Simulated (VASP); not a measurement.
Set up this calculation in VASP 6.6.1, as the native input.

```
Task                   : single point
Functional             : r2SCAN
Potentials or basis    : VASP PAW PBE potentials, release 64 (B_h, N_h)
Cutoff                 : 1460 eV
k mesh                 : 12 × 12 × 12
Occupations            : gaussian, width 0.05 eV
Spin                   : no spin polarisation
Dipole correction      : no
Further INCAR settings : ALGO = Normal; EDIFF = 1e-06; NBANDS = 11
```

Crystal: BN.

```xyz
2
Lattice="0.0000 1.8048 1.8319 1.8048 0.0000 1.8319 1.8048 1.8048 0.0000" Properties=species:S:1:pos:R:3 pbc="T T T"
B     0.0000    0.0000    0.0000
N     2.7072    2.7072    2.7478
```

This cell differs from its parent crystal: strain +0.0150 x Voigt [0, 0, 1, 0, 0, 0].

One way to write it, as run:

POSCAR

```
BN
1.0
    0.0000000000      1.8048137558      1.8318859621
    1.8048137558      0.0000000000      1.8318859621
    1.8048137558      1.8048137558      0.0000000000
B N
1 1
Direct
    0.0000000000      0.0000000000      0.0000000000
    0.7500000000      0.7500000000      0.7500000000
```

INCAR.step1

```
PREC     = Accurate       # precision mode
ENCUT    = 1460           # plane-wave cutoff, eV
ISMEAR   = 0              # smearing method
SIGMA    = 0.05           # smearing width, eV
LREAL    = False          # projectors in reciprocal space
LASPH    = True           # aspherical terms in the spheres
NELM     = 120            # most SCF steps
NBANDS   = 11             # bands
GGA      = PE             # functional
ALGO     = Normal         # electronic algorithm
EDIFF    = 1E-5           # SCF threshold, eV
LWAVE    = True           # write WAVECAR
LCHARG   = False          # write CHGCAR
GGA_COMPAT= False
```

INCAR.step2

```
PREC     = Accurate       # precision mode
ENCUT    = 1460           # plane-wave cutoff, eV
EDIFF    = 1E-6           # SCF threshold, eV
ISMEAR   = 0              # smearing method
SIGMA    = 0.05           # smearing width, eV
LREAL    = False          # projectors in reciprocal space
LASPH    = True           # aspherical terms in the spheres
NELM     = 120            # most SCF steps
ALGO     = Normal         # electronic algorithm
ISIF     = 2              # what is computed and relaxed
LWAVE    = False          # write WAVECAR
LCHARG   = False          # write CHGCAR
METAGGA  = R2SCAN         # meta-GGA
LMIXTAU  = True         
NBANDS   = 11             # bands
ISTART   = 1            
GGA_COMPAT= False
```

KPOINTS

```
Automatic mesh
0
Gamma
  12 12 12
```

Potentials or basis: VASP PAW PBE potentials, release 64 (B_h, N_h).

Command:

```console
$ cat potpaw_PBE.64/B_h/POTCAR potpaw_PBE.64/N_h/POTCAR > POTCAR
$ cp INCAR.step1 INCAR
$ mpirun -np 1 vasp_std > vasp.out
$ cp INCAR.step2 INCAR
$ mpirun -np 1 vasp_std > vasp.out
```

It gave:

- Pressure: -6.1 GPa
- Band gap on the k mesh: 4.84 eV (least direct gap 9.41 eV)

Caveat: the cell differs from its parent crystal (strain +0.0150 x Voigt [0, 0, 1, 0, 0, 0]); the stress differs along the axes, from -13 to -3 GPa; the PAW data sets were made with another functional, which shifts forces and pressure a little.

It took 3.3 min on 1 thread of AMD EPYC 7R13 Processor (Zen 3) (shared host), peak memory 0.22 GiB.
